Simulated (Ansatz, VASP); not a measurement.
**Ge2AsRh2: VASP beside Ansatz**

```xyz
5
Lattice="0.0000 3.9913 0.0000 3.9913 0.0000 0.0000 1.9956 1.9956 -4.9645" Properties=species:S:1:pos:R:3 pbc="T T T"
As    0.0000    0.0000    0.0000
Ge    1.9956    1.9956   -1.2113
Ge    3.9913    3.9913   -3.7532
Rh    1.9956    3.9913   -2.4823
Rh    3.9913    1.9956   -2.4823
```

Alike in both runs: task single point; functional r2SCAN; k mesh 9 × 9 × 9; no spin polarisation.

|  | VASP | Ansatz |
| --- | --- | --- |
| version | VASP 6.6.1 | Ansatz 0.2.0 |
| potentials or method | VASP PAW PBE potentials, release 64 (As, Ge_d, Rh_pv), cutoff 520 eV | PAW plane waves |
| occupations | fermi-dirac, width 0.1 eV | fermi-dirac |
| valence electrons in the cell | 63 | 77 |

|  | VASP | Ansatz | Ansatz less VASP |
| --- | --- | --- | --- |
| pressure (GPa) | 13.1 | 12.7 | -0.41 |
| traceless stress, the component that is largest in VASP (GPa) | -7.61 | -7.57 | +0.045 |
| rms of the force components (eV/Å) | 0.515 | 0.499 | -0.0156 |

VASP's potentials were made for PBE, not for r2SCAN. Atom by atom the forces differ by 0.016 eV/Å (rms over components). VASP's potentials hold 63 valence electrons a cell and Ansatz's 77, so a difference there can come from the potentials and not from the codes.
